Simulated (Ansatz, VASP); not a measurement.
## One calculation of HfO2, two programs

```
Hf O
1.0
     4.92173    0.00000    0.00000
     0.00000    4.92173    0.00000
     0.00000    0.00000    3.26476
Hf O
2 4
Direct
  0.00000 0.00000 0.93730
  0.50000 0.50000 0.56270
  0.19482 0.80518 0.47988
  0.30518 0.30518 0.02012
  0.69482 0.69482 0.02012
  0.80518 0.19482 0.47988
```

Change from the starting cell: mode 4 frozen in at -0.203 Å, equal normal strain along x, y and z +0.0083.

Alike in both runs: task single point; functional PBE; k mesh 6 × 6 × 8; occupations gaussian, width 0.05 eV; no spin polarisation.

```csv
,VASP,Ansatz
version,VASP 6.6.1,Ansatz 0.2.0
potentials or method,"VASP PAW PBE potentials, release 64 (Hf_pv, O), cutoff 520 eV","scalar-relativistic, plane waves, PAW"
valence electrons in the cell,44,76
```

```csv
,VASP,Ansatz,Ansatz less VASP
gap on the k mesh at the Fermi level (eV),3.99,4.04,+0.056
least direct gap on the mesh (eV),3.99,4.04,+0.056
pressure (GPa),-6.1,-3.6,+2.55
"traceless stress, the component that is largest in VASP (GPa)",-0.30,0.17,+0.468
rms of the force components (eV/Å),0.394,0.401,+0.0074
```

Atom by atom the forces differ by 0.034 eV/Å (rms over components). VASP's potentials hold 44 valence electrons a cell and Ansatz's 76, so a difference there can come from the potentials and not from the codes.

Neither program's run includes spin-orbit coupling.
